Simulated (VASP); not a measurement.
# Te2Pb (Fm-3m) in VASP: a series of runs

Te2Pb is run at these levels: PBE; tasks: single point.

Everything below comes from runs of VASP 6.6.1. Logs are shortened: lines on timing, memory, paths and dates and some standing lists are left out, and cuts for length are marked.

### 1 The cell of the first run

The structure is cubic, space group Fm-3m (No. 225). The conventional cell has a = 7.593 Å, b = 7.593 Å, c = 7.593 Å, α = 90.00°, β = 90.00°, γ = 90.00°. Pb (site symmetry m-3m) has 8 Te at 3.29 Å within 4.3 Å. Te (site symmetry -43m) has 4 Pb at 3.29 Å and 6 Te at 3.80 Å within 4.3 Å.

### 2 Single point, PBE

INCAR

```
SYSTEM = Te2Pb
PREC = Accurate ; ENCUT = 520
EDIFF = 1E-6 ; ISMEAR = -1
SIGMA = 0.02 ; LREAL = .False.
LASPH = .True. ; NELM = 100
ALGO = Normal ; ISIF = 2
LWAVE = .False. ; LCHARG = .False.
GGA = PE ; NBANDS = 20
ISYM = 0
```

KPOINTS

```
regular mesh
0
Gamma
  4 4 4
  0 0 0
```

POSCAR

```
Te2Pb
1.0
    0.0000000000      3.7966139269      3.7966139269
    3.7966139269      0.0000000000      3.7966139269
    3.7966139269      3.7966139269      0.0000000000
Pb Te
1 2
Direct
    0.0000000000      0.0000000000      0.0000000000
    0.2500000000      0.2500000000      0.2500000000
    0.7500000000      0.7500000000      0.7500000000
```

Potentials or basis: VASP PAW PBE potentials, release 64 (Pb_d, Te).

Run with:

```sh
$ cat potpaw_PBE.64/Pb_d/POTCAR potpaw_PBE.64/Te/POTCAR > POTCAR
$ mpirun -np 1 vasp_std > vasp.out
```

OUTCAR:

```text
SYSTEM = Te2Pb
   PREC = Accurate
   ENCUT = 520
   EDIFF = 1E-6
   ISMEAR = -1
   LREAL = .False.
   LASPH = .True.
   NELM = 100
   ISIF = 2
   GGA = PE
   ISYM = 0

 ion  position               nearest neighbor table
   1  0.000  0.000  0.000-   3 3.29   3 3.29   3 3.29   2 3.29   3 3.29   2 3.29   2 3.29   2 3.29

   2  0.250  0.250  0.250-   1 3.29   1 3.29   1 3.29   1 3.29
   3  0.750  0.750  0.750-   1 3.29   1 3.29   1 3.29   1 3.29

IMPORTANT INFORMATION: All symmetrisations will be switched off!
NOSYMM: (Re-)initialisation of all symmetry stuff for point group C_1.

----------------------------------------------------------------------------------------

                                     Primitive cell

  volume of cell :     109.4509

  direct lattice vectors                    reciprocal lattice vectors
     0.000000000  3.796613927  3.796613927    -0.131696298  0.131696298  0.131696298
     3.796613927  0.000000000  3.796613927     0.131696298 -0.131696298  0.131696298
     3.796613927  3.796613927  0.000000000     0.131696298  0.131696298 -0.131696298

  length of vectors
     5.369222907  5.369222907  5.369222907     0.228104680  0.228104680  0.228104680

  position of ions in fractional coordinates (direct lattice)
     0.000000000  0.000000000  0.000000000
     0.250000000  0.250000000  0.250000000
     0.750000000  0.750000000  0.750000000

  ion indices of the primitive-cell ions
   primitive index   ion index
                 1           1
                 2           2
                 3           3

----------------------------------------------------------------------------------------

 KPOINTS: regular mesh

Automatic generation of k-mesh.
 Grid dimensions read from file:
 generate k-points for:    4    4    4

 Generating k-lattice:

  Cartesian coordinates                     Fractional coordinates (reciprocal lattice)
    -0.032924075  0.032924075  0.032924075     0.250000000  0.000000000  0.000000000
     0.032924075 -0.032924075  0.032924075     0.000000000  0.250000000  0.000000000
     0.032924075  0.032924075 -0.032924075     0.000000000  0.000000000  0.250000000

  Length of vectors
     0.057026170  0.057026170  0.057026170

  Shift w.r.t. Gamma in fractional coordinates (k-lattice)
     0.000000000  0.000000000  0.000000000

 Subroutine IBZKPT returns following result:
 ===========================================
[... 44 lines left out ...]
   LSORBIT =      F    spin-orbit coupling
   LASPH  =      T    aspherical Exc in radial PAW
   ENCUT  =  520.0 eV  38.22 Ry    6.18 a.u.   9.98  9.98  9.98*2*pi/ulx,y,z
   NELM   =    100;   NELMIN=  2; NELMDL= -5     # of ELM steps
   EDIFF  = 0.1E-05   stopping-criterion for ELM
   LREAL  =      F    real-space projection
   EDIFFG = 0.1E-04   stopping-criterion for IOM
   NSW    =      0    number of steps for IOM
   IBRION =     -1    ionic relax: 0-MD 1-quasi-New 2-CG
   NFREE  =      0    steps in history (QN), initial steepest desc. (CG)
   ISIF   =      2    stress and relaxation
   ISYM   =      0    0-nonsym 1-usesym 2-fastsym
   POTIM  = 0.5000    time-step for ionic-motion
   TEBEG  =    0.0;   TEEND  =   0.0 temperature during run
   PSTRESS=    0.0 pullay stress
   NELECT =      26.0000    total number of electrons
   NUPDOWN=      -1.0000    fix difference up-down
   EMIN   =  10.00;   EMAX   =-10.00  energy-range for DOS
   EFERMI =   0.00;   METHOD = LEGACY
   ISMEAR =    -1;   SIGMA  =   0.02  broadening in eV -4-tet -1-fermi 0-gaus
   EFERMI_NEDOS =   21; number of points for ismear=-14 and -15
   IALGO  =     38    algorithm
   IMIX   =      4    mixing-type and parameters
     AMIX     =   0.40;   BMIX     =  1.00
     AMIX_MAG =   1.60;   BMIX_MAG =  1.00
  volume/ion in A,a.u.               =      36.48       246.20
  Fermi-wavevector in a.u.,A,eV,Ry     =   1.013895  1.915983 13.986550  1.027982
  Thomas-Fermi vector in A             =   2.147090
   LORBIT       =      0    0 simple, 1 ext, 2 COOP (PROOUT), +10 PAW based schemes
   GGA     = PE    functional components
   LHFCALC =     F    Hartree Fock is set to
   AEXX    =    0.0000 exact exchange contribution
   IVDW    =     0    specifies the selected vdW correction
   LEPSILON=     F    determine dielectric tensor
   LRPA    =     F    only Hartree local field effects (RPA)
 non-spin polarized calculation
  energy-cutoff  :      520.00
  volume of cell :      109.45
 maximum number of plane-waves:      2996
   NGX = 19   NGY = 19   NGZ = 19

 number of electron      26.0000005 magnetization

 Free energy of the ion-electron system (eV)
  ---------------------------------------------------
  ext. energy  EPLUGINS =         0.00000000
  ---------------------------------------------------
  free energy    TOTEN  =        -9.60075718 eV

  energy without entropy =       -9.59321063  energy(sigma->0) =       -9.59698391

 E-fermi :   4.7443     XC(G=0):  -8.8313

 val. band max:        4.5609046292   @ k =   0.2500   0.0000   0.2500
 cond. band min:       4.7538136465   @ k =   0.2500   0.0000   0.0000
 fundamental gap:      0.1929090173
 Fermi energy:         4.7442570326

 k-point     1 :       0.0000    0.0000    0.0000
  band No.  band energies     occupation
      1     -11.8421      2.00000
      2     -11.8421      2.00000
      3     -11.8421      2.00000
      4     -11.8146      2.00000
      5     -11.8146      2.00000
      6      -7.3182      2.00000
[... 541 lines left out ...]
     19      11.7926      0.00000
     20      12.4481      0.00000

 [... further k-points ...]

------------------------ aborting loop because EDIFF is reached ----------------------------------------

  FORCE on cell =-STRESS in cart. coord.  units (eV):
  Direction    XX          YY          ZZ          XY          YZ          ZX
  --------------------------------------------------------------------------------------
  -------------------------------------------------------------------------------------
  Total        0.2631061      0.2630982      0.2630869      0.0000074      0.0000078      0.0000109
  in kB        3.8514311      3.8513155      3.8511509      0.0001085      0.0001145      0.0001589
  external PRESSURE =       3.8512992 kB  Pullay stress =       0.0000000 kB

 VOLUME and BASIS-vectors are now :
 -----------------------------------------------------------------------------
  energy-cutoff  :      520.00
  volume of cell :      109.45
      direct lattice vectors                 reciprocal lattice vectors
     0.000000000  3.796613927  3.796613927    -0.131696298  0.131696298  0.131696298
     3.796613927  0.000000000  3.796613927     0.131696298 -0.131696298  0.131696298
     3.796613927  3.796613927  0.000000000     0.131696298  0.131696298 -0.131696298

 POSITION                                       TOTAL-FORCE (eV/Angst)
 -----------------------------------------------------------------------------------
      0.00000      0.00000      0.00000         0.000003     -0.000003      0.000002
      1.89831      1.89831      1.89831        -0.000002      0.000001     -0.000001
      5.69492      5.69492      5.69492        -0.000001      0.000001     -0.000001
 -----------------------------------------------------------------------------------
    total drift:                                0.000003     -0.000002      0.000003

  FREE ENERGIE OF THE ION-ELECTRON SYSTEM (eV)
  ---------------------------------------------------
  free  energy   TOTEN  =        -9.6007571802 eV

  energy  without entropy=       -9.5932106308  energy(sigma->0) =       -9.59698391
```

It took 2.9 min on 1 thread of AMD EPYC 7R13, shared host; peak memory 0.24 GiB.

What came out:

- Free energy: -9.6008 eV
- Pressure: 0.4 GPa
- Band gap on the k mesh: zero (band 13 reaches 5.47 eV, above the bottom of band 14 at 3.62 eV)

Caveat: spin-orbit coupling is left out, which moves the levels of the heavy elements.

### 3 Single point, PBE

INCAR

```
SYSTEM = Te2Pb
PREC = Accurate
ENCUT = 520
EDIFF = 1E-6
ISMEAR = -1
SIGMA = 0.02
LREAL = .FALSE.
LASPH = .TRUE.
NELM = 80
ALGO = Normal
ISIF = 2
LWAVE = .FALSE.
LCHARG = .TRUE.
GGA = PE
LELF = .TRUE.
LVHAR = .TRUE.
ISYM = 0
NBANDS = 20
```

KPOINTS

```
Automatic mesh
0
Gamma
  4 4 4
  0 0 0.5
```

POSCAR is that of step 2.

Potentials or basis: VASP PAW PBE potentials, release 64 (Pb_d, Te).

Run with:

```sh
$ cat potpaw_PBE.64/Pb_d/POTCAR potpaw_PBE.64/Te/POTCAR > POTCAR
$ mpirun -np 1 vasp_std > vasp.out
```

Wall time 8.7 min (1 thread of AMD EPYC 7R13, shared host); peak memory 0.4 GiB.

Results (log left out):

```
Free energy            : -9.6165 eV
Pressure               : 0.4 GPa
Band gap on the k mesh : zero (band 13 reaches 5.07 eV, above the bottom of band 14 at 4.20 eV)
```

Levels at points of the mesh, in eV from the Fermi level:
```
           k point  band 11  band 12  band 13  band 14  band 15  band 16
(0.00, 0.00, 0.12)    -2.27    -1.12    -1.12    -0.51     1.91     1.96
```

Caveat: spin-orbit coupling is left out, which moves the levels of the heavy elements.
